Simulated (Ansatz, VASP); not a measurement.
# Two plane-wave programs on Ta2Ru3

The input INCAR:

```
PREC = Accurate
ENCUT = 500
EDIFF = 1E-6
ISMEAR = 0
SIGMA = 0.2
LREAL = False
LASPH = True
NELM = 120
ALGO = Normal
ISIF = 2
LWAVE = False
LCHARG = False
GGA = PE
NBANDS = 75
GGA_COMPAT = False
```

File KPOINTS:

```
Automatic mesh
0
Gamma
  12 12 1
```

The input POSCAR:

```
Ta2Ru3
1.0
    2.7982459770      0.0000000000      0.0000000000
   -1.3991229885      2.4233521022      0.0000000000
    0.0000000000      0.0000000000     23.1003193743
Ta Ru
4 6
Direct
    0.3333333333      0.6666666667      0.0567651552
    0.3333333333      0.6666666667      0.4432348448
    0.6666666667      0.3333333333      0.5567651552
    0.6666666667      0.3333333333      0.9432348448
    0.3333333333      0.6666666667      0.2500000000
    0.3333333333      0.6666666667      0.6595572190
    0.3333333333      0.6666666667      0.8404427810
    0.6666666667      0.3333333333      0.1595572190
    0.6666666667      0.3333333333      0.3404427810
    0.6666666667      0.3333333333      0.7500000000
```

Input for Ansatz:

```yaml
crystal:
  lattice:
    - [2.798245977, 0.0, 0.0]
    - [-1.3991229885, 2.4233521022, 0.0]
    - [0.0, 0.0, 23.1003193743]
  atoms:
    - { symbol: Ta, position: [0.3333333333, 0.6666666667, 0.0567651552] }
    - { symbol: Ta, position: [0.3333333333, 0.6666666667, 0.4432348448] }
    - { symbol: Ta, position: [0.6666666667, 0.3333333333, 0.5567651552] }
    - { symbol: Ta, position: [0.6666666667, 0.3333333333, 0.9432348448] }
    - { symbol: Ru, position: [0.3333333333, 0.6666666667, 0.25] }
    - { symbol: Ru, position: [0.3333333333, 0.6666666667, 0.659557219] }
    - { symbol: Ru, position: [0.3333333333, 0.6666666667, 0.840442781] }
    - { symbol: Ru, position: [0.6666666667, 0.3333333333, 0.159557219] }
    - { symbol: Ru, position: [0.6666666667, 0.3333333333, 0.340442781] }
    - { symbol: Ru, position: [0.6666666667, 0.3333333333, 0.75] }
basis:
  ecutwfc: 420
kpoints:
  mp_grid: { grid: [12, 12, 1] }
hamiltonian:
  xc: pbe
scf:
  occupations: { method: gaussian, width: 0.2 }
  lower_state_search: "off"
output:
  forces: true
  stress: true
  eigenvalues: true
```

Alike in both runs: task single point; functional PBE; k mesh 12 × 12 × 1; occupations gaussian, width 0.2 eV; no spin polarisation.

```csv
,VASP,Ansatz
version,VASP 6.6.1,Ansatz 0.2.0
potentials or method,"VASP PAW PBE potentials, release 64 (Ta_pv, Ru_pv), cutoff 500 eV","scalar-relativistic, plane waves, PAW"
valence electrons in the cell,128,148
```

Ansatz gave:

| Item | Value |
| --- | --- |
| gap on the k mesh at the Fermi level (eV) | none |
| pressure (GPa) | 0.1 |
| traceless stress, the component that is largest in VASP (GPa) | -0.35 |
| rms of the force components (eV/Å) | 0.024 |

Q: What did VASP give for the same quantities?

A: gap on the k mesh at the Fermi level (eV): none; pressure (GPa): 0.2; traceless stress, the component that is largest in VASP (GPa): -0.36; rms of the force components (eV/Å): 0.022.

Atom by atom the forces differ by 0.003 eV/Å (rms over components). A gap of «none» marks a metal or a gap that the smearing closes. VASP's potentials hold 128 valence electrons a cell and Ansatz's 148, so a difference there can come from the potentials and not from the codes.

Spin-orbit coupling is off throughout.
